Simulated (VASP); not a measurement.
Here is a VASP 6.6.1 calculation.

The input INCAR:

```
SYSTEM = SnTe
ALGO = Normal
EDIFF = 1E-6
ENCUT = 520
GGA = CA
ISIF = 2
ISMEAR = 0
LASPH = .True.
LCHARG = .False.
LREAL = .False.
LWAVE = .False.
NBANDS = 17
NELM = 80
PREC = Accurate
SIGMA = 0.05
```

The input KPOINTS:

```
k-points
0
Gamma
  6 6 6
  0 0 0
```

The input POSCAR:

```
SnTe
1.0
    0.0000000000      3.1565012282      3.1565012282
    3.1565012282      0.0000000000      3.1565012282
    3.1565012282      3.1565012282      0.0000000000
Sn Te
1 1
Direct
    0.5000000000      0.5000000000      0.5000000000
    0.0000000000      0.0000000000      0.0000000000
```

Potentials or basis: VASP PAW LDA potentials, release 64 (Sn_d, Te).

Launch:

```sh
$ cat potpaw_LDA.64/Sn_d/POTCAR potpaw_LDA.64/Te/POTCAR > POTCAR
$ mpirun -np 1 vasp_std > vasp.out
```

Problem. Estimate the band gap on the k mesh.

Solution. 0.10 eV, direct.

Problem. Estimate the pressure.

Solution. -1.8 GPa.

Caveat: spin-orbit coupling is left out, which moves the levels of the heavy elements. A k mesh can miss the band edges.
